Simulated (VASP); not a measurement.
Crystal: HfN.

```
Hf N
1.0
     0.00000    2.25586    2.25586
     2.25586    0.00000    2.25586
     2.25586    2.25586    0.00000
Hf N
1 1
Cartesian
  0.0000 0.0000 0.0000
  2.2559 2.2559 2.2559
```

- Program: VASP 6.6.1
- Task: relaxation of cell and atoms
- Functional: PBEsol
- Potentials or basis: VASP PAW PBE potentials, release 64 (Hf_pv, N)
- Cutoff: 600 eV
- k mesh: 16 × 16 × 16
- Occupations: gaussian, width 0.1 eV
- Spin: no spin polarisation

At the start: pressure -4.2 GPa; volume 11.48 Å³/atom.

Question: How do energy, volume and symmetry change on relaxing?

Answer: Over 6 steps the energy falls by 2.2 meV/atom and the volume is 11.31 Å³/atom (-1.5 %); space group Fm-3m (No. 225, to 0.1 Å) before and after.

Step by step:
| step | energy change (eV) | largest force (eV/Å) | pressure (GPa) | volume (Å³) |
| --- | --- | --- | --- | --- |
| 1 | 0.0000 | 0.0000 | -4.17 | 22.96 |
| 2 | 0.0131 | 0.0000 | 8.98 | 21.98 |
| 3 | -0.0044 | 0.0000 | -0.03 | 22.63 |
| 4 | -0.0044 | 0.0000 | 0.05 | 22.62 |
| 5 | -0.0044 | 0.0000 | -0.08 | 22.63 |
| 6 | -0.0044 | 0.0000 | 0.00 | 22.62 |

Final structure:
```
Hf N
1.0
     0.00000    2.24480    2.24480
     2.24480    0.00000    2.24480
     2.24480    2.24480    0.00000
Hf N
1 1
Direct
  0.00000 0.00000 0.00000
  0.50000 0.50000 0.50000
```

Caveat: the PAW data sets were made with another functional, which shifts forces and pressure a little.
